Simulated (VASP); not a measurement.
# Ni2Ru3 (R-3c) in VASP: single point with PBEsol

Aim: the single point of Ni2Ru3 with PBEsol.

All numbers are computed with VASP 6.6.1; they aren't measurements. Logs are shortened: lines on timing, memory, paths and dates and some standing lists are left out, and cuts for length are marked.

### 1 The cell of the first run

The structure is trigonal, space group R-3c (No. 167). Conventional cell: a = 5.558 Å, b = 5.558 Å, c = 15.194 Å, α = 90.00°, β = 90.00°, γ = 120.00°. Within 2.8 Å of Ni (site symmetry 3) lie 6 Ru at 2.15 to 2.33 Å. Within 2.8 Å of Ru (site symmetry 2) lie 4 Ni at 2.15 to 2.33 Å.

### 2 Single point, PBEsol

File INCAR:

```
ALGO = Normal ; EDIFF = 1E-6
ENCUT = 520 ; GGA = PS
ISIF = 2 ; ISMEAR = -1
LASPH = T ; LCHARG = F
LREAL = F ; LWAVE = F
NBANDS = 73 ; NELM = 100
PREC = Accurate ; SIGMA = 0.1
```

File KPOINTS:

```
k-points
0
Gamma
  7 7 7
```

File POSCAR:

```
Ni2Ru3
1.0
    5.5582753100      0.0000000000      0.0000000000
   -2.7791376500      4.8136113700      0.0000000000
    0.0000000000     -3.2090709000      5.0647487300
Ni Ru
4 6
Direct
    0.3553000000      0.7106000000      0.0659000000
    0.1447000000      0.2894000000      0.4341000000
    0.6447000000      0.2894000000      0.9341000000
    0.8553000000      0.7106000000      0.5659000000
    0.5559000000      0.5000000000      0.7500000000
    0.2500000000      0.8059000000      0.7500000000
    0.9441000000      0.1941000000      0.7500000000
    0.4441000000      0.5000000000      0.2500000000
    0.7500000000      0.1941000000      0.2500000000
    0.0559000000      0.8059000000      0.2500000000
```

Potentials or basis: VASP PAW PBE potentials, release 64 (Ni, Ru_pv).

Started as:

```sh
> cat potpaw_PBE.64/Ni/POTCAR potpaw_PBE.64/Ru_pv/POTCAR > POTCAR
> mpirun -np 1 vasp_std > vasp.out
```

OUTCAR:

```text
EDIFF = 1E-6
   ENCUT = 520
   GGA = PS
   ISIF = 2
   ISMEAR = -1
   LASPH = T
   LREAL = F
   NELM = 100
   PREC = Accurate

 ion  position               nearest neighbor table
   1  0.355  0.711  0.066-  10 2.15   8 2.15   9 2.15   5 2.33   6 2.33   7 2.33
   2  0.145  0.289  0.434-   9 2.15   8 2.15  10 2.15   5 2.33   7 2.33   6 2.33
   3  0.645  0.289  0.934-   7 2.15   5 2.15   6 2.15   8 2.33   9 2.33  10 2.33
   4  0.855  0.711  0.566-   6 2.15   5 2.15   7 2.15   8 2.33  10 2.33   9 2.33
   5  0.556  0.500  0.750-   3 2.15   4 2.15   1 2.33   2 2.33   6 2.94   7 2.94   8 3.06   8 3.06
                             9 3.19  10 3.19   9 3.19  10 3.19   7 3.35   6 3.35   6 3.35   7 3.35
   6  0.250  0.806  0.750-   4 2.15   3 2.15   1 2.33   2 2.33   5 2.94   7 2.94   9 3.06   9 3.06
                            10 3.19  10 3.19   8 3.19   8 3.19   5 3.35   7 3.35   7 3.35   5 3.35
   7  0.944  0.194  0.750-   3 2.15   4 2.15   2 2.33   1 2.33   5 2.94   6 2.94  10 3.06  10 3.06
                             9 3.19   9 3.19   8 3.19   8 3.19   5 3.35   6 3.35   6 3.35   5 3.35
   8  0.444  0.500  0.250-   1 2.15   2 2.15   3 2.33   4 2.33   9 2.94  10 2.94   5 3.06   5 3.06
                             6 3.19   7 3.19   6 3.19   7 3.19  10 3.35   9 3.35   9 3.35  10 3.35
   9  0.750  0.194  0.250-   2 2.15   1 2.15   3 2.33   4 2.33   8 2.94  10 2.94   6 3.06   6 3.06
                             7 3.19   7 3.19   5 3.19   5 3.19   8 3.35  10 3.35  10 3.35   8 3.35
  10  0.056  0.806  0.250-   1 2.15   2 2.15   4 2.33   3 2.33   8 2.94   9 2.94   7 3.06   7 3.06
                             6 3.19   6 3.19   5 3.19   5 3.19   8 3.35   9 3.35   9 3.35   8 3.35

  LATTYP: Found a trigonal (rhomboedric) cell.
 ALAT       =     5.9958165198
 COS(alpha) =     0.5703114017

  Lattice vectors:

 A1 = (   0.0000000000,  -3.2090709000,   5.0647487300)
 A2 = (   2.7791376600,   1.6045404700,   5.0647487300)
 A3 = (  -2.7791376500,   1.6045404700,   5.0647487300)

Analysis of symmetry for initial positions (statically):
=====================================================================
 Subroutine PRICEL returns:
 Original cell was already a primitive cell.

 Routine SETGRP: Setting up the symmetry group for a
 trigonal (rhombohedral) supercell.

 Subroutine GETGRP returns: Found 12 space group operations
 (whereof  6 operations were pure point group operations)
 out of a pool of 12 trial point group operations.

The static configuration has the point symmetry S_6 .
 The point group associated with its full space group is D_3d.

Analysis of symmetry for dynamics (positions and initial velocities):
=====================================================================
 Subroutine PRICEL returns:
 Original cell was already a primitive cell.

 Routine SETGRP: Setting up the symmetry group for a
 trigonal (rhombohedral) supercell.

 Subroutine GETGRP returns: Found 12 space group operations
 (whereof  6 operations were pure point group operations)
 out of a pool of 12 trial point group operations.

The dynamic configuration has the point symmetry S_6 .
 The point group associated with its full space group is D_3d.

 Subroutine INISYM returns: Found 12 space group operations
 (whereof  6 operations are pure point group operations),
 and found     1 'primitive' translations

----------------------------------------------------------------------------------------

                                     Primitive cell

  volume of cell :     135.5093

  direct lattice vectors                    reciprocal lattice vectors
     5.558275310  0.000000000  0.000000000     0.179911923  0.103872116  0.065814318
    -2.779137650  4.813611370  0.000000000     0.000000000  0.207744233  0.131628637
     0.000000000 -3.209070900  5.064748730     0.000000000  0.000000000  0.197443161

  length of vectors
     5.558275310  5.558278555  5.995816520     0.217920263  0.245934471  0.197443161

  position of ions in fractional coordinates (direct lattice)
     0.355300000  0.710600000  0.065900000
     0.144700000  0.289400000  0.434100000
     0.644700000  0.289400000  0.934100000
     0.855300000  0.710600000  0.565900000
     0.555900000  0.500000000  0.750000000
     0.250000000  0.805900000  0.750000000
     0.944100000  0.194100000  0.750000000
     0.444100000  0.500000000  0.250000000
     0.750000000  0.194100000  0.250000000
     0.055900000  0.805900000  0.250000000

  ion indices of the primitive-cell ions
   primitive index   ion index
                 1           1
                 2           2
                 3           3
                 4           4
                 5           5
                 6           6
                 7           7
                 8           8
                 9           9
                10          10

----------------------------------------------------------------------------------------

 KPOINTS: k-points

Automatic generation of k-mesh.
 Grid dimensions read from file:
 generate k-points for:    7    7    7

 Generating k-lattice:

  Cartesian coordinates                     Fractional coordinates (reciprocal lattice)
     0.025701703  0.014838874  0.009402045     0.142857143 -0.000000000 -0.000000000
     0.000000000  0.029677748  0.018804091     0.000000000  0.142857143 -0.000000000
     0.000000000  0.000000000  0.028206166     0.000000000  0.000000000  0.142857143

  Length of vectors
     0.031131466  0.035133496  0.028206166

  Shift w.r.t. Gamma in fractional coordinates (k-lattice)
     0.000000000  0.000000000  0.000000000

 Subroutine IBZKPT returns following result:
 ===========================================

 Found     44 irreducible k-points:

 Following reciprocal coordinates:
            Coordinates               Weight
  0.000000  0.000000  0.000000      1.000000
  0.142857  0.000000  0.000000      6.000000
  0.285714  0.000000  0.000000      6.000000
  0.428571  0.000000  0.000000      6.000000
  0.000000  0.142857  0.000000      6.000000
  0.142857  0.142857  0.000000     12.000000
[... 16 lines left out ...]
  0.000000  0.142857  0.142857      6.000000
  0.142857  0.142857  0.142857     12.000000
 [... further k-points ...]
   k-points           NKPTS =     44   k-points in BZ     NKDIM =     44   number of bands    NBANDS=     73
   number of dos      NEDOS =    301   number of ions     NIONS =     10
   total plane-waves  NPLWV =  84672
   dimension x,y,z NGX =    42 NGY =   42 NGZ =   48
   dimension x,y,z NGXF=    84 NGYF=   84 NGZF=   96
   ions per type =               4   6
   NGX,Y,Z   is equivalent  to a cutoff of  12.56, 12.56, 13.31 a.u.
   NGXF,Y,Z  is equivalent  to a cutoff of  25.12, 25.12, 26.62 a.u.
 SYSTEM =  unknown system
   PREC   = accura    normal or accurate (medium, high low for compatibility)
   ISTART =      0    job   : 0-new  1-cont  2-samecut
   ICHARG =      2    charge: 1-file 2-atom 10-const
   ISPIN  =      1    spin polarized calculation?
   LNONCOLLINEAR =      F non collinear calculations
   LSORBIT =      F    spin-orbit coupling
   LASPH  =      T    aspherical Exc in radial PAW
   ENCUT  =  520.0 eV  38.22 Ry    6.18 a.u.  10.33 10.33 11.15*2*pi/ulx,y,z
   NELM   =    100;   NELMIN=  2; NELMDL= -5     # of ELM steps
   EDIFF  = 0.1E-05   stopping-criterion for ELM
   LREAL  =      F    real-space projection
   EDIFFG = 0.1E-04   stopping-criterion for IOM
   NSW    =      0    number of steps for IOM
   IBRION =     -1    ionic relax: 0-MD 1-quasi-New 2-CG
   NFREE  =      0    steps in history (QN), initial steepest desc. (CG)
   ISIF   =      2    stress and relaxation
   ISYM   =      2    0-nonsym 1-usesym 2-fastsym
   POTIM  = 0.5000    time-step for ionic-motion
   TEBEG  =    0.0;   TEEND  =   0.0 temperature during run
   PSTRESS=    0.0 pullay stress
   NELECT =     124.0000    total number of electrons
   NUPDOWN=      -1.0000    fix difference up-down
   EMIN   =  10.00;   EMAX   =-10.00  energy-range for DOS
   EFERMI =   0.00;   METHOD = LEGACY
   ISMEAR =    -1;   SIGMA  =   0.10  broadening in eV -4-tet -1-fermi 0-gaus
   EFERMI_NEDOS =   21; number of points for ismear=-14 and -15
   IALGO  =     38    algorithm
   IMIX   =      4    mixing-type and parameters
     AMIX     =   0.40;   BMIX     =  1.00
     AMIX_MAG =   1.60;   BMIX_MAG =  1.00
  volume/ion in A,a.u.               =      13.55        91.45
  Fermi-wavevector in a.u.,A,eV,Ry     =   1.589373  3.003479 34.369750  2.526105
  Thomas-Fermi vector in A             =   2.688232
   LORBIT       =      0    0 simple, 1 ext, 2 COOP (PROOUT), +10 PAW based schemes
   GGA     = PS    functional components
   LHFCALC =     F    Hartree Fock is set to
   AEXX    =    0.0000 exact exchange contribution
   IVDW    =     0    specifies the selected vdW correction
   LEPSILON=     F    determine dielectric tensor
   LRPA    =     F    only Hartree local field effects (RPA)
 non-spin polarized calculation
  energy-cutoff  :      520.00
  volume of cell :      135.51
 maximum number of plane-waves:      3667
 NGX is ok and might be reduce to    42
   NGX = 21   NGY = 21   NGZ = 23

 number of electron     124.0000004 magnetization

 Free energy of the ion-electron system (eV)
  ---------------------------------------------------
  ext. energy  EPLUGINS =         0.00000000
  ---------------------------------------------------
  free energy    TOTEN  =       -71.33820192 eV

  energy without entropy =      -70.75119550  energy(sigma->0) =      -71.04469871

 E-fermi :  10.2808     XC(G=0): -13.2989

 val. band max:       10.2714642658   @ k =   0.1429   0.0000   0.1429
 cond. band min:      10.2817432853   @ k =   0.4286   0.2857   0.0000
 fundamental gap:      0.0102790194
 Fermi energy:        10.2808176870

 k-point     1 :       0.0000    0.0000    0.0000
  band No.  band energies     occupation
      1     -32.6941      2.00000
      2     -32.6745      2.00000
      3     -32.6744      2.00000
      4     -32.5578      2.00000
      5     -32.5578      2.00000
      6     -32.5510      2.00000
[... 65 lines left out ...]
     72      13.4240      0.00000
     73      13.4612      0.00000
[... 1746 lines left out ...]
     72      11.8198      0.00000
     73      12.6930      0.00000

 [... further k-points ...]
[... 5 lines left out ...]
  --------------------------------------------------------------------------------------
  -------------------------------------------------------------------------------------
  Total       24.8873631     24.8874018     14.7892461      0.0000000      0.0000098      0.0000000
  in kB      294.2527180    294.2531765    174.8588570      0.0000003      0.0001155      0.0000001
  external PRESSURE =     254.4549172 kB  Pullay stress =       0.0000000 kB

 VOLUME and BASIS-vectors are now :
 -----------------------------------------------------------------------------
  energy-cutoff  :      520.00
  volume of cell :      135.51
      direct lattice vectors                 reciprocal lattice vectors
     5.558275310  0.000000000  0.000000000     0.179911923  0.103872116  0.065814318
    -2.779137650  4.813611370  0.000000000     0.000000000  0.207744233  0.131628637
     0.000000000 -3.209070900  5.064748730     0.000000000  0.000000000  0.197443161

 POSITION                                       TOTAL-FORCE (eV/Angst)
 -----------------------------------------------------------------------------------
      0.00000      3.20907      0.33377        -0.000000     -0.000000     -0.106432
      0.00000      0.00000      2.19861         0.000000      0.000000      0.106432
      2.77914     -1.60453      4.73098         0.000000      0.000000      0.106432
      2.77914      1.60454      2.86614        -0.000000     -0.000000     -0.106432
      1.70028      0.00000      3.79856        -1.284653      0.000000      0.000000
     -0.85014      1.47249      3.79856         0.642326     -1.112543     -0.000000
      4.70814     -1.47248      3.79856         0.642326      1.112543      0.000000
      1.07886      1.60454      1.26619         1.284653     -0.000000      0.000000
      3.62928      0.13205      1.26619        -0.642326      1.112543      0.000000
     -1.92900      3.07702      1.26619        -0.642326     -1.112543     -0.000000
 -----------------------------------------------------------------------------------
    total drift:                               -0.000000      0.000000     -0.000000

  FREE ENERGIE OF THE ION-ELECTRON SYSTEM (eV)
  ---------------------------------------------------
  free  energy   TOTEN  =       -71.3382019215 eV

  energy  without entropy=      -70.7511955018  energy(sigma->0) =      -71.04469871
```

Wall time 12 min (1 thread of AMD EPYC 9R45 (Zen 5), shared host); peak memory 0.45 GiB.

What came out:

```yaml
Free_energy: -71.3382 eV
Pressure: 25.4 GPa
Largest_force: 1.285 eV/Å
Band_gap_on_the_k_mesh: zero (band 62 reaches 10.39 eV, above the bottom of band 63 at 10.16 eV)
```

Forces on the atoms (eV/Å):
```
Ni   0.000  0.000 -0.106
Ni   0.000  0.000  0.106
Ni   0.000  0.000  0.106
Ni   0.000  0.000 -0.106
Ru  -1.285  0.000  0.000
Ru   0.642 -1.113  0.000
Ru   0.642  1.113  0.000
Ru   1.285  0.000  0.000
Ru  -0.642  1.113  0.000
Ru  -0.642 -1.113  0.000
```

Levels at points of the mesh, in eV from the Fermi level:
```tsv
k point	band 59	band 60	band 61	band 62	band 63	band 64	band 65	band 66
(0.00, 0.00, 0.00)	-0.54	-0.16	-0.13	-0.13	0.21	0.45	0.45	0.77
```

Caveat: the PAW data sets were made with another functional, which shifts forces and pressure a little. Spin polarisation is off, so any magnetic state and its effect on volume and gap are missing.
